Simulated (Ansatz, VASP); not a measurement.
**PbO2: VASP beside Ansatz**

INCAR

```
PREC = Accurate
ENCUT = 520
EDIFF = 1E-6
ISMEAR = -1
SIGMA = 0.1
LREAL = False
LASPH = True
NELM = 120
ALGO = Normal
ISIF = 2
LWAVE = False
LCHARG = False
LDIPOL = True
IDIPOL = 3
DIPOL = 0.5 0.5 0.510
GGA = PS
NBANDS = 64
GGA_COMPAT = False
NELMDL = -8
```

The input KPOINTS:

```
Automatic mesh
0
Gamma
  4 4 1
```

File POSCAR:

```
PbO2
1.0
    3.6345288553      0.0000000000      0.0000000000
    0.0000000000      3.6345288553      0.0000000000
    0.0000000000      0.0000000000     20.9950000000
Pb O
4 8
Direct
    0.0000000000      0.0000000000      0.2857823291
    0.5000000000      0.5000000000      0.4081924268
    0.0000000000      0.0000000000      0.5306025244
    0.5000000000      0.5000000000      0.6530126221
    1.0000000000      0.5000000000      0.3469873779
    0.5000000000      1.0000000000      0.3469873779
    0.5000000000      1.0000000000      0.4693974756
    1.0000000000      0.5000000000      0.4693974756
    1.0000000000      0.5000000000      0.5918075732
    0.5000000000      1.0000000000      0.5918075732
    0.5000000000      1.0000000000      0.7142176709
    1.0000000000      0.5000000000      0.7142176709
```

Input for Ansatz:

```yaml
crystal:
  lattice:
    - [3.634528855298854, 0.0, 0.0]
    - [8.122937482746878e-17, 3.634528855298854, 0.0]
    - [0.0, 0.0, 20.994999999999997]
  atoms:
    - { symbol: Pb, position: [0.0, 0.0, 0.2857823291259824] }
    - { symbol: O, position: [0.9999999999999999, 0.5, 0.34698737794713025] }
    - { symbol: O, position: [0.5, 0.9999999999999999, 0.34698737794713025] }
    - { symbol: Pb, position: [0.5, 0.5, 0.4081924267682782] }
    - { symbol: O, position: [0.5, 0.9999999999999999, 0.46939747558942607] }
    - { symbol: O, position: [0.9999999999999999, 0.5, 0.46939747558942607] }
    - { symbol: Pb, position: [0.0, 0.0, 0.530602524410574] }
    - { symbol: O, position: [0.9999999999999998, 0.5, 0.5918075732317217] }
    - { symbol: O, position: [0.5, 0.9999999999999998, 0.5918075732317217] }
    - { symbol: Pb, position: [0.5, 0.5, 0.6530126220528697] }
    - { symbol: O, position: [0.5, 0.9999999999999996, 0.7142176708740176] }
    - { symbol: O, position: [0.9999999999999994, 0.5, 0.7142176708740176] }
kpoints:
  mp_grid:
    grid: [4, 4, 1]
hamiltonian:
  xc: pbesol
efield:
  axis: 3
  dipole_correction: true
scf:
  occupations:
    method: fermi_dirac
output:
  write_potential: true
  forces: true
```

Alike in both runs: task single point; functional PBEsol; k mesh 4 × 4 × 1; no spin polarisation.

```csv
,VASP,Ansatz
version,VASP 6.6.1,Ansatz 0.2.0
potentials or method,"VASP PAW PBE potentials, release 64 (Pb_d, O)","plane waves, PAW"
plane-wave cutoff (eV),520,420
occupations,"fermi-dirac, width 0.1 eV",fermi-dirac
valence electrons in the cell,104,104
```

|  | VASP | Ansatz | Ansatz less VASP |
| --- | --- | --- | --- |
| gap on the k mesh at the Fermi level (eV) | none | none | - |
| rms of the force components (eV/Å) | 0.363 | 0.360 | -0.0031 |

VASP's potentials were made for PBE, not for PBEsol. A gap of «none» marks a metal or a gap that the smearing closes. Ansatz's warnings: vacuum density over bound, xc potential rough in thin density.

The k mesh is coarse, so the values compare programs but aren't converged. Neither program's run includes spin-orbit coupling.
